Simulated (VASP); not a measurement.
Wanted: the native input for a VASP 6.6.1 run.

```
Task                   : relaxation of cell and atoms
Functional             : PBE
Potentials or basis    : VASP PAW PBE potentials, release 64 (Ti_sv)
Cutoff                 : 600 eV
k mesh                 : 18 × 18 × 18
Occupations            : gaussian, width 0.1 eV
Spin                   : no spin polarisation
Target pressure        : 12 GPa
Dipole correction      : no
Further INCAR settings : ALGO = Fast; EDIFF = 1e-06; IBRION = 2; EDIFFG = -0.008; NSW = 70; ISIF = 3
```

The structure of Ti lies in POSCAR:

```
Ti
1.0
   -1.5763928872      1.5763928872      1.5763928872
    1.5763928872     -1.5763928872      1.5763928872
    1.5763928872      1.5763928872     -1.5763928872
Ti
1
Direct
    0.0000000000      0.0000000000      0.0000000000
```

The input as run:

INCAR

```
ALGO = Fast
EDIFF = 1E-6
EDIFFG = -0.008
ENCUT = 600
GGA = PE
IBRION = 2
ISIF = 3
ISMEAR = 0
LASPH = T
LCHARG = F
LREAL = F
LWAVE = F
NELM = 60
NSW = 70
PREC = Accurate
PSTRESS = 120.0
SIGMA = 0.1
```

KPOINTS

```
k-points
0
Gamma
  18 18 18
```

Potentials or basis: VASP PAW PBE potentials, release 64 (Ti_sv).

Launch:

```sh
$ cat potpaw_PBE.64/Ti_sv/POTCAR > POTCAR
$ mpirun -np 1 vasp_std > vasp.out
```

Results of the run:

```yaml
Relaxed_volume: 15.63 Å³/atom
Relaxed_cell: a = 2.728 Å, b = 2.728 Å, c = 2.728 Å, α = 109.47°, β = 109.47°, γ = 109.47°
Space_group_after_relaxing_to_0.05_Å: Im-3m (No. 229)
Energy_change_on_relaxing_the_enthalpy_is_what_falls: +3.1 meV/atom
Ionic_steps: 11
Pressure_after_relaxing: 11.9 GPa
Band_gap_on_the_k_mesh: zero (band 6 reaches 10.31 eV, above the bottom of band 7 at 8.62 eV)
```

Caveat: the cell is relaxed towards a set pressure, so the enthalpy falls and the energy may rise.

It took 2.5 min on 1 thread of Intel(R) Xeon(R) 6975P-C (Granite Rapids), with other jobs on the host, peak memory 0.18 GiB.
